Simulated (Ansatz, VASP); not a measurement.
## One calculation of Ge, two programs

The input INCAR:

```
PREC     = Accurate       # precision mode
ENCUT    = 520            # plane-wave cutoff, eV
EDIFF    = 1E-7           # SCF threshold, eV
ISMEAR   = 0              # smearing method
SIGMA    = 0.15           # smearing width, eV
LREAL    = False          # projectors in reciprocal space
LASPH    = True           # aspherical terms in the spheres
NELM     = 60             # most SCF steps
ALGO     = Fast           # electronic algorithm
ISIF     = 2              # what is computed and relaxed
LWAVE    = False          # write WAVECAR
LCHARG   = False          # write CHGCAR
GGA      = PS             # functional
NBANDS   = 66             # bands
```

File KPOINTS:

```
regular mesh
0
Gamma
  9 9 9
```

Contents of POSCAR:

```
Ge
1.0
    5.0470000000      2.9138868086      1.7183666667
   -5.0470000000      2.9138868086      1.7183666667
    0.0000000000     -5.8277736172      1.7183666667
Ge
8
Direct
    0.7160166262      0.7160166262      0.7160166262
    0.2839833738      0.2839833738      0.2839833738
    0.0302911486      0.7262027915      0.5337905696
    0.5337905696      0.0302911486      0.7262027915
    0.7262027915      0.5337905696      0.0302911486
    0.9697088514      0.2737972085      0.4662094304
    0.4662094304      0.9697088514      0.2737972085
    0.2737972085      0.4662094304      0.9697088514
```

Input for Ansatz:

```yaml
crystal:
  lattice:
    - [5.047, 2.9138868086, 1.7183666667]
    - [-5.047, 2.9138868086, 1.7183666667]
    - [0.0, -5.8277736172, 1.7183666667]
  atoms:
    - { symbol: Ge, position: [0.7160166262, 0.7160166262, 0.7160166262] }
    - { symbol: Ge, position: [0.2839833738, 0.2839833738, 0.2839833738] }
    - { symbol: Ge, position: [0.0302911486, 0.7262027915, 0.5337905696] }
    - { symbol: Ge, position: [0.5337905696, 0.0302911486, 0.7262027915] }
    - { symbol: Ge, position: [0.7262027915, 0.5337905696, 0.0302911486] }
    - { symbol: Ge, position: [0.9697088514, 0.2737972085, 0.4662094304] }
    - { symbol: Ge, position: [0.4662094304, 0.9697088514, 0.2737972085] }
    - { symbol: Ge, position: [0.2737972085, 0.4662094304, 0.9697088514] }
basis:
  ecutwfc: 420
kpoints:
  mp_grid: { grid: [9, 9, 9] }
hamiltonian:
  xc: pbesol
  pseudopotentials: { kind: paw, azcp: { folder: soft_1 } }
scf:
  occupations: { method: gaussian, width: 0.15 }
output:
  forces: true
  stress: true
  eigenvalues: true
```

Alike in both runs: task single point; functional PBEsol; k mesh 9 × 9 × 9; occupations gaussian, width 0.15 eV; no spin polarisation.

|  | VASP | Ansatz |
| --- | --- | --- |
| version | VASP 6.6.1 | Ansatz 0.2.0 |
| potentials or method | VASP PAW PBE potentials, release 64 (Ge_d), cutoff 520 eV | scalar-relativistic, plane waves, PAW |
| valence electrons in the cell | 112 | 112 |

VASP gave:

```
gap on the k mesh at the Fermi level (eV)                     : none
pressure (GPa)                                                : 9.5
traceless stress, the component that is largest in VASP (GPa) : 14.67
rms of the force components (eV/Å)                            : 1.053
```

Q: Which values does Ansatz return?

A: gap on the k mesh at the Fermi level (eV): none; pressure (GPa): 9.6; traceless stress, the component that is largest in VASP (GPa): 14.66; rms of the force components (eV/Å): 1.057.

VASP's potentials were made for PBE, not for PBEsol, and Ansatz warns of the same on its side. Atom by atom the forces differ by 0.004 eV/Å (rms over components). A gap of «none» marks a metal or a gap that the smearing closes. The functional is the same, so the differences come from potentials, cutoffs and numerics.
